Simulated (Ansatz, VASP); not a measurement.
**One calculation of Bi4O, two programs**

File INCAR:

```
ALGO = Normal
EDIFF = 1E-7
EDIFFG = -0.04
ENCUT = 600
GGA = PE
IBRION = 2
ISIF = 3
ISMEAR = 0
LASPH = T
LCHARG = F
LREAL = F
LWAVE = F
NELM = 60
NSW = 90
PREC = Accurate
SIGMA = 0.1
```

File KPOINTS:

```
k-points
0
Gamma
  4 4 4
```

The input POSCAR:

```
Bi4O
1.0
    5.0402678500      0.0000000000      0.0000000000
    0.0000000000      5.0402678500      0.0000000000
    0.0000000000      0.0000000000      5.0402678500
Bi O
4 1
Direct
    0.2500000000      0.2500000000      0.2500000000
    0.7500000000      0.7500000000      0.2500000000
    0.7500000000      0.2500000000      0.7500000000
    0.2500000000      0.7500000000      0.7500000000
    0.0000000000      0.0000000000      0.0000000000
```

Input for Ansatz:

```yaml
crystal:
  lattice:
    - [5.04026785, 0.0, 0.0]
    - [0.0, 5.04026785, 0.0]
    - [0.0, 0.0, 5.04026785]
  atoms:
    - { symbol: Bi, position: [0.25, 0.25, 0.25] }
    - { symbol: Bi, position: [0.75, 0.75, 0.25] }
    - { symbol: Bi, position: [0.75, 0.25, 0.75] }
    - { symbol: Bi, position: [0.25, 0.75, 0.75] }
    - { symbol: O, position: [0.0, 0.0, 0.0] }
basis:
  ecutwfc: 420
kpoints:
  mp_grid: { grid: [4, 4, 4] }
hamiltonian:
  xc: pbe
scf:
  occupations: { method: gaussian, width: 0.1 }
  lower_state_search: "off"
output:
  forces: true
  stress: true
  eigenvalues: true
relax:
  adjacent_minimum: "off"
  f_tol: 0.04
  max_steps: 70
  cell: { stress_tol: 0.4 }
```

Change from the starting cell: ordered vacancies on the anion sites of cuprite (P-43m, No. 215).

Alike in both runs: task relaxation of cell and atoms; functional PBE; k mesh 4 × 4 × 4; occupations gaussian, width 0.1 eV; no spin polarisation.

```csv
,VASP,Ansatz
version,VASP 6.6.1,Ansatz 0.2.0
potentials or method,"VASP PAW PBE potentials, release 64 (Bi_d, O), cutoff 600 eV","scalar-relativistic, plane waves, PAW"
valence electrons in the cell,66,66
```

```tsv
	VASP	Ansatz	Ansatz less VASP
gap on the k mesh at the Fermi level, each at its own relaxed structure (eV)	none	none	-
relaxed volume (Å³/atom)	27.76	27.80	+0.047
relaxed cell length with the largest relative difference (Å)	5.177	5.180	+0.0029
```

A gap of «none» marks a metal or a gap that the smearing closes.

Neither program's run includes spin-orbit coupling.
